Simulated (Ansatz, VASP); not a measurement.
# ZnSe: VASP beside Ansatz

File INCAR:

```
PREC = Accurate
ENCUT = 520
EDIFF = 1E-6
ISMEAR = -1
SIGMA = 0.02
LREAL = False
LASPH = True
NELM = 150
ALGO = Normal
ISIF = 2
LWAVE = False
LCHARG = False
MAGMOM = 0 0 0 0 0 0
LORBIT = 11
LSORBIT = True
GGA_COMPAT = False
LORBMOM = True
GGA = PE
NBANDS = 30
```

KPOINTS

```
Automatic mesh
0
Gamma
  8 8 8
```

POSCAR

```
ZnSe
1.0
    0.0000000000      2.8324246760      2.8324246760
    2.8324246760      0.0000000000      2.8324246760
    2.8324246760      2.8324246760      0.0000000000
Zn Se
1 1
Direct
    0.0000000000      0.0000000000      0.0000000000
    0.2500000000      0.2500000000      0.2500000000
```

Input for Ansatz:

```yaml
crystal:
  lattice:
    - [0.0, 2.832424676, 2.832424676]
    - [2.832424676, 0.0, 2.832424676]
    - [2.832424676, 2.832424676, 0.0]
  atoms:
    - { symbol: Zn, position: [0.0, 0.0, 0.0] }
    - { symbol: Se, position: [0.25, 0.25, 0.25] }
kpoints:
  mp_grid: { grid: [8, 8, 8] }
  band_path:
    path:
      - [0.0, 0.0, 0.0]
      - [-0.5, -0.5, 0.0]
      - [-0.375, -0.375, 0.25]
      - [-0.375, 0.0, 0.375]
      - [0.0, 0.0, 0.5]
      - [-0.5, -0.25, 0.25]
    npoints: 1
hamiltonian:
  xc: pbe
scf:
  occupations: { method: fermi_dirac, width: 0.02 }
  n_extra_bands: 8
magnetization:
  noncollinear: true
  spin_orbit: true
output:
  forces: true
  stress: true
  eigenvalues: true
  write_density: true
  write_potential: true
  elf: true
  volumetric_format: npy
```

Alike in both runs: task single point; functional PBE; k mesh 8 × 8 × 8; occupations fermi-dirac, width 0.02 eV; non-collinear spin, spin-orbit coupling.

|  | VASP | Ansatz |
| --- | --- | --- |
| version | VASP 6.6.1 | Ansatz 0.2.0 |
| potentials or method | VASP PAW PBE potentials, release 64 (Zn, Se) | plane waves, PAW |
| plane-wave cutoff (eV) | 520 | 420 |
| valence electrons in the cell | 18 | 28 |

|  | VASP | Ansatz | Ansatz less VASP |
| --- | --- | --- | --- |
| pressure (GPa) | 2.5 | 2.2 | -0.25 |

VASP's potentials hold 18 valence electrons a cell and Ansatz's 28, so a difference there can come from the potentials and not from the codes.
